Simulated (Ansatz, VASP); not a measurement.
## One calculation of Ni, two programs

```
Ni
1.0
     2.42745    0.00000    0.00000
    -1.21372    2.10223    0.00000
     0.00000    0.00000    4.03858
Ni
2
Direct
  0.33333 0.66667 0.25000
  0.66667 0.33333 0.75000
```

Alike in both runs: task single point; functional PBEsol; k mesh 13 × 13 × 7; occupations fermi-dirac, width 0.1 eV; collinear spin.

|  | VASP | Ansatz |
| --- | --- | --- |
| version | VASP 6.6.1 | Ansatz 0.2.0 |
| potentials or method | VASP PAW PBE potentials, release 64 (Ni), cutoff 520 eV | plane waves, PAW |
| valence electrons in the cell | 20 | 36 |

VASP gave:

```
pressure (GPa)                                                : 2.8
traceless stress, the component that is largest in VASP (GPa) : -2.68
net moment per atom (μB)                                      : 0.61
size of the moment on the site where the two differ most (μB) : 0.61
```

Estimate Ansatz's values.

pressure (GPa): 2.9; traceless stress, the component that is largest in VASP (GPa): -2.67; net moment per atom (μB): 0.62; size of the moment on the site where the two differ most (μB): 0.65.

VASP's potentials were made for PBE, not for PBEsol. Site moments also hang on the region over which each program counts them. With one functional, cell and mesh, what is left measures potentials, basis and numerics. VASP's potentials hold 20 valence electrons a cell and Ansatz's 36, so a difference there can come from the potentials and not from the codes.
